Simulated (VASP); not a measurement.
Wanted: the native input for a VASP 6.6.1 run.

- Task: single point
- Functional: r2SCAN
- Potentials or basis: VASP PAW PBE potentials, release 64 (N)
- Cutoff: 520 eV
- k mesh: 6 × 6 × 6
- Occupations: gaussian, width 0.01 eV
- Spin: no spin polarisation
- Dipole correction: no
- Further INCAR settings: ALGO = Normal; EDIFF = 1e-06; NBANDS = 30

The system is N.

```
N
1.0
     5.47298    0.00000    0.00000
     0.00000    5.47298    0.00000
     0.00000    0.00000    5.47298
N
8
Cartesian
  0.3149 0.3149 0.3149
  2.4216 5.1581 3.0514
  3.0514 2.4216 5.1581
  5.1581 3.0514 2.4216
  5.1568 5.1568 5.1568
  3.0527 0.3162 2.4203
  2.4203 3.0527 0.3162
  0.3162 2.4203 3.0527
```

One way to write it, as run:

POSCAR

```
N
1.0
    5.4729841586      0.0000000000      0.0000000000
    0.0000000000      5.4729841586      0.0000000000
    0.0000000000      0.0000000000      5.4729841586
N
8
Direct
    0.0575336933      0.0575336933      0.0575336933
    0.4424663067      0.9424663067      0.5575336933
    0.5575336933      0.4424663067      0.9424663067
    0.9424663067      0.5575336933      0.4424663067
    0.9422232621      0.9422232621      0.9422232621
    0.5577767379      0.0577767379      0.4422232621
    0.4422232621      0.5577767379      0.0577767379
    0.0577767379      0.4422232621      0.5577767379
```

INCAR.step1

```
SYSTEM = N
PREC = Accurate
ENCUT = 520
ISMEAR = 0
SIGMA = 0.01
LREAL = .False.
LASPH = .True.
NELM = 60
NBANDS = 30
GGA = PE
ALGO = Normal
EDIFF = 1E-4
LWAVE = .True.
LCHARG = .False.
```

INCAR.step2

```
SYSTEM = N
PREC = Accurate
ENCUT = 520
EDIFF = 1E-6
ISMEAR = 0
SIGMA = 0.01
LREAL = .False.
LASPH = .True.
NELM = 60
ALGO = Normal
ISIF = 2
LWAVE = .False.
LCHARG = .False.
METAGGA = R2SCAN
LMIXTAU = .True.
NBANDS = 30
ISTART = 1
```

KPOINTS

```
regular mesh
0
Gamma
  6 6 6
  0 0 0
```

Potentials or basis: VASP PAW PBE potentials, release 64 (N).

Run with:

```sh
$ cat potpaw_PBE.64/N/POTCAR > POTCAR
$ cp INCAR.step1 INCAR
$ mpirun -np 1 vasp_std > vasp.out
$ cp INCAR.step2 INCAR
$ mpirun -np 1 vasp_std > vasp.out
```

It gave:

```json
{"Pressure": "3.2 GPa", "Largest force": "2.257 eV/Å", "Band gap on the k mesh": "7.97 eV (least direct gap 8.00 eV)"}
```

Caveat: the standard files for N, O and F lose accuracy on very short bonds; the cell stands under pressure; the PAW data sets were made with another functional, which shifts forces and pressure a little.

Wall time 12 min on 1 thread of Intel Xeon 8259CL (shared host), peak memory 0.31 GiB.
